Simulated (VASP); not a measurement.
# InP (Fm-3m) in VASP: a series of runs, part 2 of 2

VASP 6.6.1. The steps go on from the part before.

## 3. Relaxation of cell and atoms, PBE+D3(BJ)

Input file INCAR:

```
SYSTEM = InP
PREC = Accurate
ENCUT = 600
EDIFF = 1E-6
ISMEAR = 0
SIGMA = 0.1
LREAL = .False.
LASPH = .True.
NELM = 80
ALGO = Normal
ISIF = 3
LWAVE = .False.
LCHARG = .False.
GGA = PE
IVDW = 12
IBRION = 2
NSW = 100
EDIFFG = -0.005
```

Input file KPOINTS:

```
regular mesh
0
Gamma
  14 14 14
  0 0 0
```

Input file POSCAR:

```
InP
1.0
    0.0000000000      2.7329029915      2.7329029915
    2.7329029915      0.0000000000      2.7329029915
    2.7329029915      2.7329029915      0.0000000000
In P
1 1
Direct
    0.0000000000      0.0000000000      0.0000000000
    0.5000000000      0.5000000000      0.5000000000
```

Potentials or basis: VASP PAW PBE potentials, release 64 (In_d, P).

Command:

```sh
$ cat potpaw_PBE.64/In_d/POTCAR potpaw_PBE.64/P/POTCAR > POTCAR
$ mpirun -np 1 vasp_std > vasp.out
```

OUTCAR:

```text
SYSTEM = InP
   PREC = Accurate
   ENCUT = 600
   EDIFF = 1E-6
   ISMEAR = 0
   LREAL = .False.
   LASPH = .True.
   NELM = 80
   ISIF = 3
   GGA = PE
   IVDW = 12
   IBRION = 2
   NSW = 100
   EDIFFG = -0.005
 IVDW          = 12

 ion  position               nearest neighbor table
   1  0.000  0.000  0.000-   2 2.73   2 2.73   2 2.73   2 2.73   2 2.73   2 2.73
   2  0.500  0.500  0.500-   1 2.73   1 2.73   1 2.73   1 2.73   1 2.73   1 2.73

  LATTYP: Found a face centered cubic cell.
 ALAT       =     5.4658059830

  Lattice vectors:

 A1 = (   0.0000000000,   2.7329029915,   2.7329029915)
 A2 = (   2.7329029915,   0.0000000000,   2.7329029915)
 A3 = (   2.7329029915,   2.7329029915,   0.0000000000)

Analysis of symmetry for initial positions (statically):
=====================================================================
 Subroutine PRICEL returns:
 Original cell was already a primitive cell.

 Routine SETGRP: Setting up the symmetry group for a
 face centered cubic supercell.

 Subroutine GETGRP returns: Found 48 space group operations
 (whereof 48 operations were pure point group operations)
 out of a pool of 48 trial point group operations.

The static configuration has the point symmetry O_h .

Analysis of symmetry for dynamics (positions and initial velocities):
=====================================================================
 Subroutine PRICEL returns:
 Original cell was already a primitive cell.

 Routine SETGRP: Setting up the symmetry group for a
 face centered cubic supercell.

 Subroutine GETGRP returns: Found 48 space group operations
 (whereof 48 operations were pure point group operations)
 out of a pool of 48 trial point group operations.

The dynamic configuration has the point symmetry O_h .

 Subroutine INISYM returns: Found 48 space group operations
[... 177 lines left out ...]

  FREE ENERGIE OF THE ION-ELECTRON SYSTEM (eV)
  ---------------------------------------------------
  free  energy   TOTEN  =        -8.6828391726 eV

  energy  without entropy=       -8.6766419881  energy(sigma->0) =       -8.67974058

--------------------------------------- Ionic step        2  -------------------------------------------

 number of electron      17.9999996 magnetization

 Free energy of the ion-electron system (eV)
  ---------------------------------------------------
  ext. energy  EPLUGINS =         0.00000000
  ---------------------------------------------------
  free energy    TOTEN  =        -7.90284690 eV

  energy without entropy =       -7.89662900  energy(sigma->0) =       -7.89973795

 E-fermi :   7.4655     XC(G=0): -10.5694

 val. band max:        7.4453526892   @ k =   0.3571   0.1429   0.0714
 cond. band min:       7.4671172609   @ k =  -0.3571   0.1429   0.0000
 fundamental gap:      0.0217645717
 Fermi energy:         7.4654572130

 k-point     1 :       0.0000    0.0000    0.0000
  band No.  band energies     occupation
      1      -6.7578      2.00000
      2      -6.7578      2.00000
      3      -6.7352      2.00000
      4      -6.7352      2.00000
      5      -6.7352      2.00000
      6      -4.7942      2.00000
      7       7.1880      1.99991
      8       7.1880      1.99991
      9       7.1880      1.99991
     10       8.3314      0.00000
     11      14.6088      0.00000
     12      14.6088      0.00000
     13      14.6088      0.00000
[... 354 lines left out ...]
  band No.  band energies     occupation
      1      -6.8504      2.00000
      2      -6.7604      2.00000
      3      -6.7501      2.00000
      4      -6.6913      2.00000
      5      -6.6754      2.00000
      6      -3.8074      2.00000
      7       3.6960      2.00000
      8       6.4523      2.00000
      9       6.7700      2.00000
     10       9.8910      0.00000
     11      12.1457      0.00000
     12      13.2061      0.00000
     13      14.0490      0.00000

 [... further k-points ...]

------------------------ aborting loop because EDIFF is reached ----------------------------------------

 Edisp (eV)   -0.78002

 E8    (eV) :    -0.3462

  FORCE on cell =-STRESS in cart. coord.  units (eV):
  Direction    XX          YY          ZZ          XY          YZ          ZX
  --------------------------------------------------------------------------------------
  -------------------------------------------------------------------------------------
  Total      -0.00793    -0.00793    -0.00793    -0.00000    -0.00000     0.00000
  in kB      -0.31057    -0.31057    -0.31057    -0.00000    -0.00000     0.00000
  external pressure =       -0.31 kB  Pullay stress =        0.00 kB

 VOLUME and BASIS-vectors are now :
 -----------------------------------------------------------------------------
  energy-cutoff  :      600.00
  volume of cell :       40.91
      direct lattice vectors                 reciprocal lattice vectors
    -0.000000000  2.734772158  2.734772158    -0.182830587  0.182830587  0.182830587
     2.734772158 -0.000000000  2.734772158     0.182830587 -0.182830587  0.182830587
     2.734772158  2.734772158  0.000000000     0.182830587  0.182830587 -0.182830587

 POSITION                                       TOTAL-FORCE (eV/Angst)
 -----------------------------------------------------------------------------------
      2.73477      2.73477      0.00000         0.000000     -0.000000      0.000000
      2.73477      2.73477      2.73477         0.000000      0.000000     -0.000000
 -----------------------------------------------------------------------------------
    total drift:                                0.000000     -0.000000     -0.000000

  FREE ENERGIE OF THE ION-ELECTRON SYSTEM (eV)
  ---------------------------------------------------
  free  energy   TOTEN  =        -8.6828621226 eV

  energy  without entropy=       -8.6766442205  energy(sigma->0) =       -8.67975317

 reached required accuracy - stopping structural energy minimisation
```

OSZICAR:

```text
N       E                     dE             d eps       ncg     rms          rms(c)
DAV:   1     0.115940488828E+03    0.11594E+03   -0.95509E+03  2739   0.181E+03
[... 13 lines left out ...]
DAV:   1    -0.790349718605E+01   -0.23279E-02   -0.16912E-02  3639   0.286E+00    0.166E-01
DAV:   2    -0.790295096878E+01    0.54622E-03   -0.11377E-03  3594   0.851E-01    0.600E-02
DAV:   3    -0.790285394468E+01    0.97024E-04   -0.29016E-04  3649   0.397E-01    0.327E-02
DAV:   4    -0.790285176196E+01    0.21827E-05   -0.10405E-05  2919   0.350E-02    0.219E-02
DAV:   5    -0.790284815215E+01    0.36098E-05   -0.96241E-07  2128   0.132E-02    0.702E-03
DAV:   6    -0.790284669368E+01    0.14585E-05   -0.83265E-07  1522   0.104E-02    0.253E-03
DAV:   7    -0.790284690219E+01   -0.20851E-06   -0.17080E-07  1492   0.623E-03
   2 F= -.86828621E+01 E0= -.86797532E+01  d E =-.229500E-04
```

Run time: 89 s. Hardware: 1 thread of AMD EPYC 7R43 (Zen 3), shared host; peak memory 0.2 GiB.

What came out:

* Free energy: -8.6829 eV
* Relaxed volume: 20.45 Å³/atom
* Relaxed cell: a = 3.868 Å, b = 3.868 Å, c = 3.868 Å, α = 60.00°, β = 60.00°, γ = 60.00°
* Space group after relaxing (to 0.05 Å): Fm-3m (No. 225)
* Energy gained by relaxing: 0.0 meV/atom
* Ionic steps: 2
* Pressure after relaxing: 0.0 GPa
* Band gap on the k mesh: zero (band 9 reaches 7.81 eV, above the bottom of band 10 at 5.04 eV)
* Dispersion energy per atom: -0.390 eV

Final structure:
```cif
data_structure
_symmetry_space_group_name_H-M 'P 1'
_symmetry_Int_Tables_number 1
_cell_length_a 3.8676
_cell_length_b 3.8676
_cell_length_c 3.8676
_cell_angle_alpha 60.000
_cell_angle_beta 60.000
_cell_angle_gamma 60.000
_cell_volume 40.91
loop_
_atom_site_label
_atom_site_type_symbol
_atom_site_fract_x
_atom_site_fract_y
_atom_site_fract_z
_atom_site_occupancy
In1 In 0.00000 0.00000 0.00000 1
P1 P 0.50000 0.50000 0.50000 1
```

Caveat: spin-orbit coupling is left out, which moves the levels of the heavy elements; pairwise dispersion overbinds metals, which lowers pressure and volume.
